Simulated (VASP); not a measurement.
# ZnO (P6_3mc) in VASP: settings compared

The runs below take ZnO through single point, with revPBE+D3(BJ), BLYP, PBE0, PBEsol.

All numbers are computed with VASP 6.6.1; they aren't measurements. Logs are shortened: lines on timing, memory, paths and dates and some standing lists are left out, and cuts for length are marked.

**Experimental background.**

From “Electronic structure of alkaline earth and post-transition metal oxides”, 2009, arxiv:0908.1581, for a bulk crystal of ZnO: band gap 3.37 eV.

The runs below are set against these values where they give the same quantity.

## Step 1: The cell of the first run

It takes space group P6_3mc (No. 186, hexagonal). Conventional cell: a = 3.257 Å, b = 3.257 Å, c = 5.262 Å, α = 90.00°, β = 90.00°, γ = 120.00°. Zn (site symmetry 3m) has 4 O at 1.99 Å within 2.6 Å. Within 2.6 Å of O (site symmetry 3m) lie 4 Zn at 1.99 Å.

## Step 2: Single point, revPBE+D3(BJ)

INCAR

```
PREC = Accurate
ENCUT = 1340
EDIFF = 1E-6
ISMEAR = -1
SIGMA = 0.05
LREAL = False
LASPH = True
NELM = 120
ALGO = Normal
ISIF = 2
LWAVE = False
LCHARG = True
GGA = RE
IVDW = 12
LELF = True
LVHAR = True
NBANDS = 26
GGA_COMPAT = False
```

KPOINTS

```
regular mesh
0
Gamma
  7 7 4
```

POSCAR

```
ZnO
1.0
    3.2567716941      0.0000000000      0.0000000000
   -1.6283858470      2.8204470214      0.0000000000
    0.0000000000      0.0000000000      5.2621396316
Zn O
2 2
Direct
    0.6666666667      0.3333333333      0.0001719050
    0.3333333333      0.6666666667      0.5001719050
    0.3333333333      0.6666666667      0.8788380950
    0.6666666667      0.3333333333      0.3788380950
```

Potentials or basis: VASP PAW PBE potentials, release 64 (Zn, O_h).

Command:

```console
$ cat potpaw_PBE.64/Zn/POTCAR potpaw_PBE.64/O_h/POTCAR > POTCAR
$ mpirun -np 1 vasp_std > vasp.out
```

OUTCAR:

```text
PREC = Accurate
   ENCUT = 1340
   EDIFF = 1E-6
   ISMEAR = -1
   LREAL = False
   LASPH = True
   NELM = 120
   ISIF = 2
   GGA = RE
   IVDW = 12
 IVDW          = 12

 ion  position               nearest neighbor table
   1  0.667  0.333  0.000-   3 1.99   3 1.99   3 1.99   4 1.99
   2  0.333  0.667  0.500-   4 1.99   4 1.99   4 1.99   3 1.99
   3  0.333  0.667  0.879-   1 1.99   1 1.99   1 1.99   2 1.99
   4  0.667  0.333  0.379-   2 1.99   2 1.99   2 1.99   1 1.99

  LATTYP: Found a hexagonal cell.
 ALAT       =     3.2567716941
 C/A-ratio  =     1.6157533060

  Lattice vectors:

 A1 = (   3.2567716941,   0.0000000000,   0.0000000000)
 A2 = (  -1.6283858470,   2.8204470214,   0.0000000000)
 A3 = (   0.0000000000,   0.0000000000,   5.2621396316)

Analysis of symmetry for initial positions (statically):
=====================================================================
 Subroutine PRICEL returns:
 Original cell was already a primitive cell.

 Routine SETGRP: Setting up the symmetry group for a
 hexagonal supercell.

 Subroutine GETGRP returns: Found 12 space group operations
 (whereof  6 operations were pure point group operations)
 out of a pool of 24 trial point group operations.

The static configuration has the point symmetry C_3v.
 The point group associated with its full space group is C_6v.

Analysis of symmetry for dynamics (positions and initial velocities):
=====================================================================
 Subroutine PRICEL returns:
 Original cell was already a primitive cell.

 Routine SETGRP: Setting up the symmetry group for a
 hexagonal supercell.

 Subroutine GETGRP returns: Found 12 space group operations
 (whereof  6 operations were pure point group operations)
 out of a pool of 24 trial point group operations.

The dynamic configuration has the point symmetry C_3v.
 The point group associated with its full space group is C_6v.

 Subroutine INISYM returns: Found 12 space group operations
 (whereof  6 operations are pure point group operations),
 and found     1 'primitive' translations

----------------------------------------------------------------------------------------

                                     Primitive cell

  volume of cell :      48.3357

  direct lattice vectors                    reciprocal lattice vectors
     3.256771694  0.000000000  0.000000000     0.307052534  0.177276863  0.000000000
    -1.628385847  2.820447021  0.000000000     0.000000000  0.354553726  0.000000000
[... 81 lines left out ...]
   ICHARG =      2    charge: 1-file 2-atom 10-const
   ISPIN  =      1    spin polarized calculation?
   LNONCOLLINEAR =      F non collinear calculations
   LSORBIT =      F    spin-orbit coupling
   LASPH  =      T    aspherical Exc in radial PAW
   ENCUT  = 1340.0 eV  98.49 Ry    9.92 a.u.   9.72  9.72 15.71*2*pi/ulx,y,z
   NELM   =    120;   NELMIN=  2; NELMDL= -5     # of ELM steps
   EDIFF  = 0.1E-05   stopping-criterion for ELM
   LREAL  =      F    real-space projection
[... 7 lines left out ...]
   TEBEG  =    0.0;   TEEND  =   0.0 temperature during run
   PSTRESS=    0.0 pullay stress
   NELECT =      36.0000    total number of electrons
   NUPDOWN=      -1.0000    fix difference up-down
   EMIN   =  10.00;   EMAX   =-10.00  energy-range for DOS
   EFERMI =   0.00;   METHOD = LEGACY
   ISMEAR =    -1;   SIGMA  =   0.05  broadening in eV -4-tet -1-fermi 0-gaus
   EFERMI_NEDOS =   21; number of points for ismear=-14 and -15
   IALGO  =     38    algorithm
   IMIX   =      4    mixing-type and parameters
     AMIX     =   0.40;   BMIX     =  1.00
     AMIX_MAG =   1.60;   BMIX_MAG =  1.00
  volume/ion in A,a.u.               =      12.08        81.55
  Fermi-wavevector in a.u.,A,eV,Ry     =   1.483952  2.804262 29.961565  2.202113
  Thomas-Fermi vector in A             =   2.597549
   LORBIT       =      0    0 simple, 1 ext, 2 COOP (PROOUT), +10 PAW based schemes
   GGA     = RE    functional components
   LHFCALC =     F    Hartree Fock is set to
   AEXX    =    0.0000 exact exchange contribution
   IVDW    =    12    specifies the selected vdW correction
   LEPSILON=     F    determine dielectric tensor
   LRPA    =     F    only Hartree local field effects (RPA)
 non-spin polarized calculation
  energy-cutoff  :     1340.00
  volume of cell :       48.34
 maximum number of plane-waves:      5408
 NGX is ok and might be reduce to    40
   NGX = 19   NGY = 19   NGZ = 31

 number of electron      36.0000002 magnetization

 Free energy of the ion-electron system (eV)
  ---------------------------------------------------
  ext. energy  EPLUGINS =         0.00000000
  ---------------------------------------------------
  free energy    TOTEN  =       -16.52970699 eV

  energy without entropy =      -16.52970236  energy(sigma->0) =      -16.52970467

 E-fermi :   1.9614     XC(G=0): -10.6413

 val. band max:        1.5207404409   @ k =   0.0000   0.0000   0.0000
 cond. band min:       2.3449019300   @ k =   0.0000   0.0000   0.0000
 fundamental gap:      0.8241614891
 Fermi energy:         1.9614150378

 k-point     1 :       0.0000    0.0000    0.0000
  band No.  band energies     occupation
      1     -16.5142      2.00000
      2     -15.8307      2.00000
      3      -4.0931      2.00000
      4      -4.0931      2.00000
      5      -4.0564      2.00000
      6      -3.9889      2.00000
[... 685 lines left out ...]
     25      16.4867      0.00000
     26      16.4867      0.00000

------------------------ aborting loop because EDIFF is reached ----------------------------------------

 Edisp (eV)   -1.73774

 E8    (eV) :    -1.1353

  FORCE on cell =-STRESS in cart. coord.  units (eV):
  Direction    XX          YY          ZZ          XY          YZ          ZX
  --------------------------------------------------------------------------------------
  -------------------------------------------------------------------------------------
  Total       0.27468     0.27468     0.26978     0.00000     0.00000     0.00000
  in kB       9.10474     9.10474     8.94225     0.00000     0.00000     0.00000
  external pressure =        9.05 kB  Pullay stress =        0.00 kB

 VOLUME and BASIS-vectors are now :
 -----------------------------------------------------------------------------
  energy-cutoff  :     1340.00
  volume of cell :       48.34
      direct lattice vectors                 reciprocal lattice vectors
     3.256771694  0.000000000  0.000000000     0.307052534  0.177276863  0.000000000
    -1.628385847  2.820447021  0.000000000     0.000000000  0.354553726  0.000000000
     0.000000000  0.000000000  5.262139632     0.000000000  0.000000000  0.190036766

 POSITION                                       TOTAL-FORCE (eV/Angst)
 -----------------------------------------------------------------------------------
      1.62839      0.94015      0.00090        -0.000000      0.000000      0.001167
     -0.00000      1.88030      2.63197         0.000000      0.000000      0.001167
     -0.00000      1.88030      4.62457        -0.000000      0.000000     -0.001167
      1.62839      0.94015      1.99350         0.000000      0.000000     -0.001167
 -----------------------------------------------------------------------------------
    total drift:                                0.000000     -0.000000     -0.000059

  FREE ENERGIE OF THE ION-ELECTRON SYSTEM (eV)
  ---------------------------------------------------
  free  energy   TOTEN  =       -18.2674509994 eV

  energy  without entropy=      -18.2674463704  energy(sigma->0) =      -18.26744868
```

stdout:

```text
POSCAR found type information on POSCAR ZnO
 POSCAR found :  2 types and       4 ions
 scaLAPACK will be used
 -----------------------------------------------------------------------------
|                                                                             |
|                                                                             |
|     You enforced a specific xc type in the INCAR file but a different       |
|     I HOPE YOU KNOW WHAT YOU ARE DOING!                                     |
|                                                                             |
 -----------------------------------------------------------------------------

 LDA part: xc-table for (Slater+PW92), standard interpolation
 POSCAR, INCAR and KPOINTS ok, starting setup
 FFT: planning ... GRIDC
 FFT: planning ... GRID_SOFT
 FFT: planning ... GRID
 WAVECAR not read
 entering main loop
```

It took 54 s on 1 thread of Intel Xeon 6975P-C (Granite Rapids), shared host; peak memory 0.37 GiB.

What came out:

* Free energy: -18.2675 eV
* Pressure: 0.9 GPa
* Band gap on the k mesh: 0.82 eV
* Dispersion energy per atom: -0.434 eV

Caveat: the PAW data sets were made with another functional, which shifts forces and pressure a little.

## Step 3: Single point, BLYP

This run uses another cell than the first one, of 11.90 Å³/atom.

INCAR

```
SYSTEM = ZnO
PREC = Accurate
ENCUT = 1340
EDIFF = 1E-6
ISMEAR = -1
SIGMA = 0.05
LREAL = .FALSE.
LASPH = .TRUE.
NELM = 120
ALGO = Normal
ISIF = 2
LWAVE = .FALSE.
LCHARG = .TRUE.
GGA = B5
ALDAX = 1.0
AGGAX = 1.0
AGGAC = 1.0
ALDAC = 0.0
LELF = .TRUE.
LVHAR = .TRUE.
NBANDS = 26
GGA_COMPAT = .FALSE.
```

KPOINTS

```
Automatic mesh
0
G
  9 9 5
  0 0 0
```

POSCAR

```
ZnO
1.0
    3.2493080000      0.0000000000      0.0000000000
   -1.6246540000      2.8139832727      0.0000000000
    0.0000000000      0.0000000000      5.2057090000
Zn O
2 2
Direct
    0.6666666667      0.3333333333      0.0000000000
    0.3333333333      0.6666666667      0.5000000000
    0.3333333333      0.6666666667      0.8790100000
    0.6666666667      0.3333333333      0.3790100000
```

Potentials or basis: VASP PAW PBE potentials, release 64 (Zn, O_h).

Command:

```console
$ cat potpaw_PBE.64/Zn/POTCAR potpaw_PBE.64/O_h/POTCAR > POTCAR
$ mpirun -np 1 vasp_std > vasp.out
```

It took 2.1 min on 1 thread of Intel Xeon 6975P-C (Granite Rapids), shared host; peak memory 0.38 GiB.

The run converged. Its results:

```yaml
Free_energy: -16.3909 eV
Pressure: 10.3 GPa
Largest_force: 0.074 eV/Å
Band_gap_on_the_k_mesh: 0.97 eV
```

Forces in eV/Å, atoms in the order of the input:
```
Zn   0.000  0.000 -0.074
Zn   0.000  0.000 -0.074
O    0.000  0.000  0.074
O    0.000  0.000  0.074
```

Stress tensor (GPa, compression positive):
```
 9.61  0.00  0.00
 0.00  9.61  0.00
 0.00  0.00 11.63
```

Levels at points of the mesh, in eV from the valence-band top:
| k point | band 16 | band 17 | band 18 | band 19 | band 20 | band 21 |
| --- | --- | --- | --- | --- | --- | --- |
| (0.00, 0.00, 0.00) | -0.07 | 0.00 | 0.00 | 0.97 | 5.29 | 8.44 |

Caveat: the cell stands under pressure; the PAW data sets were made with another functional, which shifts forces and pressure a little.

(Part 1 of 2 ends here.)
